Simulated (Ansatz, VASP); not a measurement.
One calculation of Mo, two programs

INCAR

```
PREC = Accurate
ENCUT = 520
EDIFF = 1E-7
ISMEAR = -1
SIGMA = 0.05
LREAL = False
LASPH = True
NELM = 60
ALGO = Normal
ISIF = 2
LWAVE = False
LCHARG = False
NBANDS = 21
```

KPOINTS

```
Automatic mesh
0
Gamma
  12 12 7
```

POSCAR

```
Mo
1.0
    2.8252342238      0.0000000000      0.0000000000
   -1.4126171119      2.4467246095      0.0000000000
    0.0000000000      0.0000000000      4.5768794426
Mo
2
Direct
    0.2533333333      0.6266666667      0.1900000000
    0.7466666667      0.3733333333      0.8100000000
```

Input for Ansatz:

```yaml
crystal:
  lattice:
    - [2.8252342238, 0.0, 0.0]
    - [-1.4126171119, 2.4467246095, 0.0]
    - [0.0, 0.0, 4.5768794426]
  atoms:
    - { symbol: Mo, position: [0.2533333333, 0.6266666667, 0.19] }
    - { symbol: Mo, position: [0.7466666667, 0.3733333333, 0.81] }
kpoints:
  mp_grid: { grid: [12, 12, 7] }
scf:
  occupations: { method: fermi_dirac, width: 0.05 }
hamiltonian:
  xc: lda
  pseudopotentials: { kind: all_electron, lapw: { basis_error: 0.001 } }
output:
  forces: true
  stress: true
  eigenvalues: true
  populations: true
```

Change from the starting cell: shortest bond scaled by 0.76, LAPW.

Alike in both runs: task single point; functional LDA; k mesh 12 × 12 × 7; occupations fermi-dirac, width 0.05 eV; no spin polarisation.

|  | VASP | Ansatz |
| --- | --- | --- |
| version | VASP 6.6.1 | Ansatz 0.2.0 |
| potentials or method | VASP PAW LDA potentials, release 64 (Mo_sv), cutoff 520 eV | all-electron LAPW, scalar-relativistic |

```tsv
	VASP	Ansatz	Ansatz less VASP
pressure (GPa)	29.3	26.8	-2.47
traceless stress, the component that is largest in VASP (GPa)	9.54	7.83	-1.707
rms of the force components (eV/Å)	3.443	3.180	-0.2635
```

LDA's correlation is that of Perdew and Zunger in VASP and of Perdew and Wang (1992) in Ansatz. Atom by atom the forces differ by 0.268 eV/Å (rms over components). Ansatz ran all-electron here, and VASP with PAW potentials.
